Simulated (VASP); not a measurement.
Here is a VASP 6.6.1 calculation.

Contents of POSCAR:

```
BN
1.0
    2.5257025187      0.0000000000      0.0000000000
   -1.2628512594      2.1873225436      0.0000000000
    0.0000000000      0.0000000000      6.9401867610
B N
2 2
Direct
    0.3333333333      0.6666666667      0.2500000000
    0.6666666667      0.3333333333      0.7500000000
    0.3333333333      0.6666666667      0.7500000000
    0.6666666667      0.3333333333      0.2500000000
```

INCAR.step1

```
ALGO = Normal
EDIFF = 1E-4
ENCUT = 600
GGA = PE
ISMEAR = 0
LASPH = T
LCHARG = F
LREAL = F
LWAVE = T
NELM = 100
PREC = Accurate
SIGMA = 0.02
```

Contents of INCAR.step2:

```
ALGO = Normal
EDIFF = 1E-7
EDIFFG = -0.01
ENCUT = 600
IBRION = 2
ISIF = 4
ISMEAR = 0
ISTART = 1
LASPH = T
LCHARG = F
LMIXTAU = T
LREAL = F
LWAVE = F
METAGGA = R2SCAN
NELM = 100
NSW = 50
PREC = Accurate
SIGMA = 0.02
```

File KPOINTS:

```
k-points
0
Gamma
  12 12 4
```

Potentials or basis: VASP PAW PBE potentials, release 64 (B, N).

Run with:

```console
$ cat potpaw_PBE.64/B/POTCAR potpaw_PBE.64/N/POTCAR > POTCAR
$ cp INCAR.step1 INCAR
$ mpirun -np 1 vasp_std > vasp.out
$ cp INCAR.step2 INCAR
$ mpirun -np 1 vasp_std > vasp.out
```

(1) Predict the band gap on the k mesh.

## Answers

(1) 4.96 eV (least direct gap 5.37 eV).
